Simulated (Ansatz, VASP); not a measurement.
# Two plane-wave programs on HfSiO4

```
CELL_PARAMETERS angstrom
-6.64491 0.00000 0.00000
0.00000 -6.64491 0.00000
3.32245 3.32245 9.02242
ATOMIC_POSITIONS crystal
Hf 0.66667 0.66667 0.33333
Hf 0.00000 0.00000 0.00000
Hf 0.33333 0.33333 0.66667
Hf 0.75000 0.25000 0.50000
Hf 0.08333 0.58333 0.16667
Hf 0.41667 0.91667 0.83333
Si 0.25000 0.75000 0.50000
Si 0.58333 0.08333 0.16667
Si 0.91667 0.41667 0.83333
Si 0.83333 0.83333 0.66667
Si 0.16667 0.16667 0.33333
Si 0.50000 0.50000 0.00000
O 0.10631 0.29052 0.21263
O 0.43965 0.62386 0.87929
O 0.77298 0.95719 0.54596
O 0.00544 0.68965 0.37929
O 0.33877 0.02298 0.04596
O 0.67210 0.35631 0.71263
O 0.37386 0.68965 0.37929
O 0.70719 0.02298 0.04596
O 0.04052 0.35631 0.71263
O 0.77298 0.58877 0.54596
O 0.10631 0.92210 0.21263
O 0.43965 0.25544 0.87929
O 0.41123 0.22702 0.45404
O 0.74456 0.56035 0.12071
O 0.07790 0.89369 0.78737
O 0.31035 0.62614 0.62071
O 0.64369 0.95948 0.28737
O 0.97702 0.29281 0.95404
O 0.31035 0.99456 0.62071
O 0.64369 0.32790 0.28737
O 0.97702 0.66123 0.95404
O 0.70948 0.89369 0.78737
O 0.04281 0.22702 0.45404
O 0.37614 0.56035 0.12071
```

Alike in both runs: task single point; functional PBE; k mesh 2 × 2 × 2; occupations gaussian, width 0.02 eV; no spin polarisation.

|  | VASP | Ansatz |
| --- | --- | --- |
| version | VASP 6.6.1 | Ansatz 0.2.0 |
| potentials or method | VASP PAW PBE potentials, release 64 (Hf_pv, Si, O), cutoff 520 eV | scalar-relativistic, plane waves, PAW |
| valence electrons in the cell | 228 | 324 |

VASP gave:

| Item | Value |
| --- | --- |
| gap on the k mesh at the Fermi level (eV) | 5.27 |
| least direct gap on the mesh (eV) | 5.60 |
| pressure (GPa) | -1.6 |
| traceless stress, the component that is largest in VASP (GPa) | 0.20 |
| rms of the force components (eV/Å) | 0.082 |

Estimate Ansatz's values.

gap on the k mesh at the Fermi level (eV): 5.32; least direct gap on the mesh (eV): 5.66; pressure (GPa): 0.0; traceless stress, the component that is largest in VASP (GPa): -0.04; rms of the force components (eV/Å): 0.008.

Atom by atom the forces differ by 0.087 eV/Å (rms over components). With one functional, cell and mesh, what is left measures potentials, basis and numerics. VASP's potentials hold 228 valence electrons a cell and Ansatz's 324, so a difference there can come from the potentials and not from the codes.

The k mesh is coarse, so the values compare programs but aren't converged. Neither program's run includes spin-orbit coupling.
